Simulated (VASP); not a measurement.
# Mo in VASP: single point with PBEsol

Aim: the single point of Mo with PBEsol.

Program: VASP 6.6.1. These are calculated values, not measurements. Logs are shortened: lines on timing, memory, paths and dates and some standing lists are left out, and cuts for length are marked.

### Step 1. The cell of the first run

The typed cell holds 1 atom: a = 2.710 Å, b = 2.710 Å, c = 2.710 Å, α = 109.48°, β = 109.47°, γ = 109.47°.

### Step 2. Single point, PBEsol

Contents of INCAR:

```
SYSTEM = Mo
ALGO = Fast ; EDIFF = 1E-6
ENCUT = 520 ; GGA = PS
ISIF = 2 ; ISMEAR = 0
LASPH = .TRUE. ; LCHARG = .TRUE.
LELF = .TRUE. ; LREAL = .FALSE.
LVHAR = .TRUE. ; LWAVE = .FALSE.
NBANDS = 13 ; NELM = 60
PREC = Accurate ; SIGMA = 0.15
```

Contents of KPOINTS:

```
k-points
0
G
  16 16 16
  0 0 0
```

Contents of POSCAR:

```
Mo
1.0
   -1.5642448918      1.5644398861      1.5643828267
    1.5644857999     -1.5645352499      1.5646913708
    1.5643739626      1.5646493718     -1.5644729119
Mo
1
Direct
    0.0000000000      0.0000000000      0.0000000000
```

Potentials or basis: VASP PAW PBE potentials, release 64 (Mo_sv).

Started as:

```console
> cat potpaw_PBE.64/Mo_sv/POTCAR > POTCAR
> mpirun -np 1 vasp_std > vasp.out
```

OUTCAR:

```text
SYSTEM = Mo
   EDIFF = 1E-6
   ENCUT = 520
   GGA = PS
   ISIF = 2
   ISMEAR = 0
   LASPH = .TRUE.
   LREAL = .FALSE.
   NELM = 60
   PREC = Accurate

 ion  position               nearest neighbor table
   1  0.000  0.000  0.000-

  LATTYP: Found a triclinic cell.
 ALAT       =     7.6647126037
 B/A-ratio  =     0.3535574357
 C/A-ratio  =     0.5773484780
 COS(alpha) =     0.0000241436
 COS(beta)  =     0.2887124820
 COS(gamma) =     0.9428075919

  Lattice vectors:

 A1 = (   3.1288425290,  -6.2581597577,   3.1294728268)
 A2 = (   1.5644857999,  -1.5645352499,   1.5646913708)
 A3 = (  -3.1289888333,  -3.1292033798,  -0.0001283737)

Analysis of symmetry for initial positions (statically):
=====================================================================
 Subroutine PRICEL returns:
 Original cell was already a primitive cell.

 Routine SETGRP: Setting up the symmetry group for a
 triclinic supercell.

 Subroutine GETGRP returns: Found  2 space group operations
 (whereof  2 operations were pure point group operations)
 out of a pool of  2 trial point group operations.

The static configuration has the point symmetry S_2 .

Analysis of symmetry for dynamics (positions and initial velocities):
=====================================================================
 Subroutine PRICEL returns:
 Original cell was already a primitive cell.

 Routine SETGRP: Setting up the symmetry group for a
 triclinic supercell.

 Subroutine GETGRP returns: Found  2 space group operations
 (whereof  2 operations were pure point group operations)
 out of a pool of  2 trial point group operations.

The dynamic configuration has the point symmetry S_2 .

 Subroutine INISYM returns: Found  2 space group operations
 (whereof  2 operations are pure point group operations),
 and found     1 'primitive' translations

----------------------------------------------------------------------------------------

                                     Primitive cell

  volume of cell :      15.3176

  direct lattice vectors                    reciprocal lattice vectors
    -1.564244892  1.564439886  1.564382827    -0.000033971  0.319591010  0.319593088
     1.564485800 -1.564535250  1.564691371     0.319582936 -0.000003982  0.319558741
     1.564373963  1.564649372 -1.564472912     0.319593593  0.319568624 -0.000014866

  length of vectors
     2.709543849  2.709916134  2.709791328     0.451971411  0.451941414  0.451955938

  position of ions in fractional coordinates (direct lattice)
     0.000000000  0.000000000  0.000000000

  ion indices of the primitive-cell ions
   primitive index   ion index
                 1           1

----------------------------------------------------------------------------------------

 KPOINTS: k-points

Automatic generation of k-mesh.
 Grid dimensions read from file:
 generate k-points for:   16   16   16

 Generating k-lattice:

  Cartesian coordinates                     Fractional coordinates (reciprocal lattice)
    -0.000002123  0.019974438  0.019974568     0.062500000  0.000000000  0.000000000
     0.019973934 -0.000000249  0.019972421     0.000000000  0.062500000 -0.000000000
     0.019974600  0.019973039 -0.000000929    -0.000000000  0.000000000  0.062500000

  Length of vectors
     0.028248213  0.028246338  0.028247246

  Shift w.r.t. Gamma in fractional coordinates (k-lattice)
     0.000000000  0.000000000  0.000000000

 Subroutine IBZKPT returns following result:
 ===========================================

 Found   2052 irreducible k-points:

 Following reciprocal coordinates:
            Coordinates               Weight
  0.000000  0.000000  0.000000      1.000000
  0.062500 -0.000000  0.000000      2.000000
  0.125000 -0.000000  0.000000      2.000000
  0.187500 -0.000000  0.000000      2.000000
  0.250000 -0.000000  0.000000      2.000000
  0.312500  0.000000  0.000000      2.000000
[... 16 lines left out ...]
 -0.375000  0.000000 -0.062500      2.000000
  0.437500  0.062500  0.000000      2.000000
 [... further k-points ...]
   k-points           NKPTS =   2052   k-points in BZ     NKDIM =   2052   number of bands    NBANDS=     13
   number of dos      NEDOS =    301   number of ions     NIONS =      1
   total plane-waves  NPLWV =   8000
   dimension x,y,z NGX =    20 NGY =   20 NGZ =   20
   dimension x,y,z NGXF=    40 NGYF=   40 NGZF=   40
   ions per type =               1
   NGX,Y,Z   is equivalent  to a cutoff of  12.27, 12.27, 12.27 a.u.
   NGXF,Y,Z  is equivalent  to a cutoff of  24.54, 24.54, 24.54 a.u.
 SYSTEM =  Mo
   PREC   = accura    normal or accurate (medium, high low for compatibility)
   ISTART =      0    job   : 0-new  1-cont  2-samecut
   ICHARG =      2    charge: 1-file 2-atom 10-const
   ISPIN  =      1    spin polarized calculation?
   LNONCOLLINEAR =      F non collinear calculations
   LSORBIT =      F    spin-orbit coupling
   LASPH  =      T    aspherical Exc in radial PAW
   ENCUT  =  520.0 eV  38.22 Ry    6.18 a.u.   5.04  5.04  5.04*2*pi/ulx,y,z
   NELM   =     60;   NELMIN=  2; NELMDL= -5     # of ELM steps
   EDIFF  = 0.1E-05   stopping-criterion for ELM
   LREAL  =      F    real-space projection
[... 7 lines left out ...]
   TEBEG  =    0.0;   TEEND  =   0.0 temperature during run
   PSTRESS=    0.0 pullay stress
   NELECT =      14.0000    total number of electrons
   NUPDOWN=      -1.0000    fix difference up-down
   EMIN   =  10.00;   EMAX   =-10.00  energy-range for DOS
   EFERMI =   0.00;   METHOD = LEGACY
   ISMEAR =     0;   SIGMA  =   0.15  broadening in eV -4-tet -1-fermi 0-gaus
   EFERMI_NEDOS =   21; number of points for ismear=-14 and -15
   IALGO  =     68    algorithm
   IMIX   =      4    mixing-type and parameters
     AMIX     =   0.40;   BMIX     =  1.00
     AMIX_MAG =   1.60;   BMIX_MAG =  1.00
  volume/ion in A,a.u.               =      15.32       103.37
  Fermi-wavevector in a.u.,A,eV,Ry     =   1.588745  3.002293 34.342612  2.524111
  Thomas-Fermi vector in A             =   2.687701
   LORBIT       =      0    0 simple, 1 ext, 2 COOP (PROOUT), +10 PAW based schemes
   GGA     = PS    functional components
   LHFCALC =     F    Hartree Fock is set to
   AEXX    =    0.0000 exact exchange contribution
   IVDW    =     0    specifies the selected vdW correction
   LEPSILON=     F    determine dielectric tensor
   LRPA    =     F    only Hartree local field effects (RPA)
 non-spin polarized calculation
 RMM-DIIS sequential band-by-band and
 Gauss-broadening in eV      SIGMA  =   0.15
  energy-cutoff  :      520.00
  volume of cell :       15.32
 maximum number of plane-waves:       427
   NGX =  9   NGY =  9   NGZ =  9

 number of electron      13.9999998 magnetization

 Free energy of the ion-electron system (eV)
  ---------------------------------------------------
  ext. energy  EPLUGINS =         0.00000000
  ---------------------------------------------------
  free energy    TOTEN  =       -11.78566123 eV

  energy without entropy =      -11.77996778  energy(sigma->0) =      -11.78281451

 E-fermi :  12.7925     XC(G=0): -13.6426

 val. band max:       12.7835543793   @ k =  -0.0625  -0.1875   0.0625
 cond. band min:      12.8152400723   @ k =   0.0000  -0.3750   0.3750
 fundamental gap:      0.0316856930
 Fermi energy:        12.7925491297

 k-point     1 :       0.0000    0.0000    0.0000
  band No.  band energies     occupation
      1     -48.3959      2.00000
      2     -21.6350      2.00000
      3     -21.6348      2.00000
      4     -21.6344      2.00000
      5       5.4423      2.00000
      6      11.3905      2.00000
      7      11.3929      2.00000
      8      11.3934      2.00000
      9      14.4811      0.00000
     10      14.4822      0.00000
     11      27.6294      0.00000
     12      27.6311      0.00000
     13      27.6329      0.00000

 k-point     2 :       0.0625   -0.0000    0.0000
  band No.  band energies     occupation
      1     -48.3852      2.00000
      2     -21.6962      2.00000
      3     -21.6536      2.00000
      4     -21.6353      2.00000
      5       5.6199      2.00000
      6      11.2915      2.00000
      7      11.3747      2.00000
      8      11.5594      2.00000
      9      14.3303      0.00000
     10      14.4845      0.00000
     11      27.7661      0.00000
     12      27.9322      0.00000
     13      27.9942      0.00000

 k-point     3 :       0.1250   -0.0000    0.0000
  band No.  band energies     occupation
      1     -48.3545      2.00000
      2     -21.8694      2.00000
      3     -21.7070      2.00000
      4     -21.6367      2.00000
      5       6.1183      2.00000
      6      11.0153      2.00000
      7      11.2964      2.00000
      8      12.0531      2.00000
      9      14.0288      0.00000
     10      14.5001      0.00000
     11      28.0700      0.00000
     12      28.8004      0.00000
     13      28.8538      0.00000
[... 305 lines left out ...]
 k-point    23 :      -0.3750    0.0000   -0.0625
  band No.  band energies     occupation
      1     -48.1279      2.00000
      2     -23.0075      2.00000
      3     -22.0881      2.00000
      4     -21.6707      2.00000
      5       7.5891      2.00000
      6       9.4681      2.00000
      7      12.9732      0.08853
      8      14.4775      0.00000
      9      15.2424      0.00000
     10      17.1857      0.00000
     11      25.4028      0.00000
     12      25.8361      0.00000
     13      31.2858      0.00000

 k-point    24 :       0.4375    0.0625    0.0000
  band No.  band energies     occupation
      1     -48.1062      2.00000
      2     -23.1081      2.00000
      3     -22.1250      2.00000
      4     -21.6720      2.00000
      5       7.4594      2.00000
      6       9.3445      2.00000
      7      13.6979      0.00000
      8      14.4979      0.00000
      9      15.5099      0.00000
     10      17.9456      0.00000
     11      24.7265      0.00000
     12      25.0915      0.00000
     13      30.2452      0.00000

 [... further k-points ...]

------------------------ aborting loop because EDIFF is reached ----------------------------------------

  FORCE on cell =-STRESS in cart. coord.  units (eV):
  Direction    XX          YY          ZZ          XY          YZ          ZX
  --------------------------------------------------------------------------------------
  -------------------------------------------------------------------------------------
  Total        0.0576136      0.0552220      0.0553740     -0.0008133      0.0006265     -0.0015402
  in kB        6.0262290      5.7760759      5.7919730     -0.0850680      0.0655283     -0.1610958
  external PRESSURE =       5.8647593 kB  Pullay stress =       0.0000000 kB

 VOLUME and BASIS-vectors are now :
 -----------------------------------------------------------------------------
  energy-cutoff  :      520.00
  volume of cell :       15.32
      direct lattice vectors                 reciprocal lattice vectors
    -1.564244892  1.564439886  1.564382827    -0.000033971  0.319591010  0.319593088
     1.564485800 -1.564535250  1.564691371     0.319582936 -0.000003982  0.319558741
     1.564373963  1.564649372 -1.564472912     0.319593593  0.319568624 -0.000014866

 POSITION                                       TOTAL-FORCE (eV/Angst)
 -----------------------------------------------------------------------------------
      0.00000      0.00000      0.00000        -0.000000     -0.000000     -0.000000
 -----------------------------------------------------------------------------------
    total drift:                                0.000000     -0.000000      0.000000

  FREE ENERGIE OF THE ION-ELECTRON SYSTEM (eV)
  ---------------------------------------------------
  free  energy   TOTEN  =       -11.7856612334 eV

  energy  without entropy=      -11.7799677826  energy(sigma->0) =      -11.78281451
```

Run time: 5.3 min. Hardware: 1 thread of Intel Xeon 8259CL, shared host; peak memory 0.46 GiB.

What came out:

* Free energy: -11.7857 eV
* Pressure: 0.6 GPa
* Band gap on the k mesh: zero (bands 7 and 8 overlap by 5.53 eV)

Caveat: the PAW data sets were made with another functional, which shifts forces and pressure a little.

The gap in the log of VASP goes by the Fermi energy; the results here count the filled bands.